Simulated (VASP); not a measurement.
# Cd (P6_3/mmc) in VASP: notebook, part 2 of 3

VASP 6.6.1. Earlier steps stand in the parts before.

**3. Single point, PBE**

This run uses another cell than the first one, of the same volume but with other edges.

The input, INCAR:

```
SYSTEM = Cd
ALGO = Fast
EDIFF = 1E-7
ENCUT = 520
GGA = PE
ISIF = 2
ISMEAR = -1
LASPH = .TRUE.
LCHARG = .TRUE.
LELF = .TRUE.
LREAL = .FALSE.
LVHAR = .TRUE.
LWAVE = .FALSE.
NBANDS = 19
NELM = 80
PREC = Accurate
SIGMA = 0.05
```

The input, KPOINTS:

```
k-points
0
G
  9 9 4
  0 0 0
```

The input, POSCAR:

```
Cd
1.0
    2.9788700000      0.0000000000      0.0000000000
   -1.4894350000      2.5797770946      0.0000000000
    0.0000000000      0.0000000000      5.3929440000
Cd
2
Direct
    0.6666666667      0.3333333333      0.7500000000
    0.3333333333      0.6666666667      0.2500000000
```

Potentials or basis: VASP PAW PBE potentials, release 64 (Cd).

Launch:

```console
$ cat potpaw_PBE.64/Cd/POTCAR > POTCAR
$ mpirun -np 1 vasp_std > vasp.out
```

OUTCAR:

```text
SYSTEM = Cd
   EDIFF = 1E-7
   ENCUT = 520
   GGA = PE
   ISIF = 2
   ISMEAR = -1
   LASPH = .TRUE.
   LREAL = .FALSE.
   NELM = 80
   PREC = Accurate

 ion  position               nearest neighbor table
   1  0.667  0.333  0.750-   2 3.20   2 3.20   2 3.20   2 3.20   2 3.20   2 3.20
   2  0.333  0.667  0.250-   1 3.20   1 3.20   1 3.20   1 3.20   1 3.20   1 3.20

  LATTYP: Found a hexagonal cell.
 ALAT       =     2.9788700000
 C/A-ratio  =     1.8103992454

  Lattice vectors:

 A1 = (   2.9788700000,   0.0000000000,   0.0000000000)
 A2 = (  -1.4894350000,   2.5797770946,   0.0000000000)
 A3 = (   0.0000000000,   0.0000000000,   5.3929440000)

Analysis of symmetry for initial positions (statically):
=====================================================================
 Subroutine PRICEL returns:
 Original cell was already a primitive cell.

 Routine SETGRP: Setting up the symmetry group for a
 hexagonal supercell.

 Subroutine GETGRP returns: Found 24 space group operations
 (whereof 12 operations were pure point group operations)
 out of a pool of 24 trial point group operations.

The static configuration has the point symmetry D_3d.
 The point group associated with its full space group is D_6h.

Analysis of symmetry for dynamics (positions and initial velocities):
=====================================================================
 Subroutine PRICEL returns:
 Original cell was already a primitive cell.

 Routine SETGRP: Setting up the symmetry group for a
 hexagonal supercell.

 Subroutine GETGRP returns: Found 24 space group operations
 (whereof 12 operations were pure point group operations)
 out of a pool of 24 trial point group operations.

The dynamic configuration has the point symmetry D_3d.
 The point group associated with its full space group is D_6h.

 Subroutine INISYM returns: Found 24 space group operations
 (whereof 12 operations are pure point group operations),
 and found     1 'primitive' translations

[... 111 lines left out ...]
   IALGO  =     68    algorithm
   IMIX   =      4    mixing-type and parameters
     AMIX     =   0.40;   BMIX     =  1.00
     AMIX_MAG =   1.60;   BMIX_MAG =  1.00
  volume/ion in A,a.u.               =      20.72       139.84
  Fermi-wavevector in a.u.,A,eV,Ry     =   1.364558  2.578641 25.334304  1.862019
  Thomas-Fermi vector in A             =   2.490863
   LORBIT       =      0    0 simple, 1 ext, 2 COOP (PROOUT), +10 PAW based schemes
   GGA     = PE    functional components
   LHFCALC =     F    Hartree Fock is set to
   AEXX    =    0.0000 exact exchange contribution
   IVDW    =     0    specifies the selected vdW correction
   LEPSILON=     F    determine dielectric tensor
   LRPA    =     F    only Hartree local field effects (RPA)
 non-spin polarized calculation
 RMM-DIIS sequential band-by-band and
  energy-cutoff  :      520.00
  volume of cell :       41.44
 maximum number of plane-waves:      1136
 NGX is ok and might be reduce to    24

 number of electron      23.9999989 magnetization

 Free energy of the ion-electron system (eV)
  ---------------------------------------------------
  ext. energy  EPLUGINS =         0.00000000
  ---------------------------------------------------
  free energy    TOTEN  =        -1.39659231 eV

  energy without entropy =       -1.38299622  energy(sigma->0) =       -1.38979427

 E-fermi :   3.4911     XC(G=0): -11.2604

 val. band max:        3.4853544640   @ k =   0.3333   0.2222   0.2500
 cond. band min:       3.4946629988   @ k =   0.3333   0.2222   0.0000
 fundamental gap:      0.0093085348
 Fermi energy:         3.4911070971

 k-point     1 :       0.0000    0.0000    0.0000
  band No.  band energies     occupation
      1      -6.7337      2.00000
      2      -6.3744      2.00000
      3      -6.0666      2.00000
      4      -6.0666      2.00000
      5      -5.9980      2.00000
      6      -5.9980      2.00000
[... 505 lines left out ...]
      6      -5.8989      2.00000
[... 11 lines left out ...]
     18      11.6166      0.00000
     19      12.8394      0.00000

 [... further k-points ...]

------------------------ aborting loop because EDIFF is reached ----------------------------------------

  FORCE on cell =-STRESS in cart. coord.  units (eV):
  Direction    XX          YY          ZZ          XY          YZ          ZX
  --------------------------------------------------------------------------------------
  -------------------------------------------------------------------------------------
  Total        1.8334837      1.8334837      0.8372694      0.0000000      0.0000000      0.0000000
  in kB       70.8806982     70.8806982     32.3680213      0.0000000      0.0000000      0.0000000
  external PRESSURE =      58.0431393 kB  Pullay stress =       0.0000000 kB

 VOLUME and BASIS-vectors are now :
 -----------------------------------------------------------------------------
  energy-cutoff  :      520.00
  volume of cell :       41.44
      direct lattice vectors                 reciprocal lattice vectors
     2.978870000  0.000000000  0.000000000     0.335697765  0.193815195  0.000000000
    -1.489435000  2.579777095  0.000000000     0.000000000  0.387630389  0.000000000
     0.000000000  0.000000000  5.392944000     0.000000000  0.000000000  0.185427477

 POSITION                                       TOTAL-FORCE (eV/Angst)
 -----------------------------------------------------------------------------------
      1.48944      0.85993      4.04471         0.000000      0.000000      0.000000
     -0.00000      1.71985      1.34824        -0.000000      0.000000      0.000000
 -----------------------------------------------------------------------------------
    total drift:                                0.000000     -0.000000      0.000000

  FREE ENERGIE OF THE ION-ELECTRON SYSTEM (eV)
  ---------------------------------------------------
  free  energy   TOTEN  =        -1.3965923084 eV

  energy  without entropy=       -1.3829962230  energy(sigma->0) =       -1.38979427
```

OSZICAR:

```text
N       E                     dE             d eps       ncg     rms          rms(c)
DAV:   1     0.178835187573E+03    0.17884E+03   -0.13281E+04  1368   0.129E+03
DAV:   2     0.261041546672E+01   -0.17622E+03   -0.17007E+03  1428   0.335E+02
DAV:   3    -0.150102421097E+01   -0.41114E+01   -0.41021E+01  1611   0.587E+01
DAV:   4    -0.150812058913E+01   -0.70964E-02   -0.70950E-02  1495   0.229E+00
DAV:   5    -0.150814131047E+01   -0.20721E-04   -0.20722E-04  1533   0.123E-01    0.505E+00
RMM:   6    -0.140240487545E+01    0.10574E+00   -0.24622E-01  1375   0.459E+00    0.396E+00
RMM:   7    -0.139653217629E+01    0.58727E-02   -0.25177E-02  1420   0.122E+00    0.174E+00
RMM:   8    -0.139650391631E+01    0.28260E-04   -0.41029E-03  1460   0.875E-01    0.103E-01
RMM:   9    -0.139655876754E+01   -0.54851E-04   -0.24212E-04  1492   0.157E-01    0.447E-02
RMM:  10    -0.139659580439E+01   -0.37037E-04   -0.99421E-05  1470   0.128E-01    0.243E-02
RMM:  11    -0.139659240452E+01    0.33999E-05   -0.16045E-05  1511   0.372E-02    0.319E-03
RMM:  12    -0.139659230844E+01    0.96084E-07   -0.40228E-07  1473   0.790E-03
   1 F= -.13965923E+01 E0= -.13897943E+01  d E =-.135961E-01
```

stdout:

```text
POSCAR found type information on POSCAR Cd
 POSCAR found :  1 types and       2 ions
 scaLAPACK will be used
 LDA part: xc-table for (Slater+PW92), standard interpolation
 POSCAR, INCAR and KPOINTS ok, starting setup
 FFT: planning ... GRIDC
 FFT: planning ... GRID_SOFT
 FFT: planning ... GRID
 WAVECAR not read
 entering main loop
```

Wall time 46 s (1 thread of Intel Xeon 8259CL, shared host); peak memory 0.16 GiB.

What came out:

* Free energy: -1.3966 eV
* Pressure: 5.8 GPa
* Band gap on the k mesh: zero (bands 12 and 13 overlap by 3.40 eV)

Caveat: the cell stands under pressure.

(Continued in part 3 of 3.)
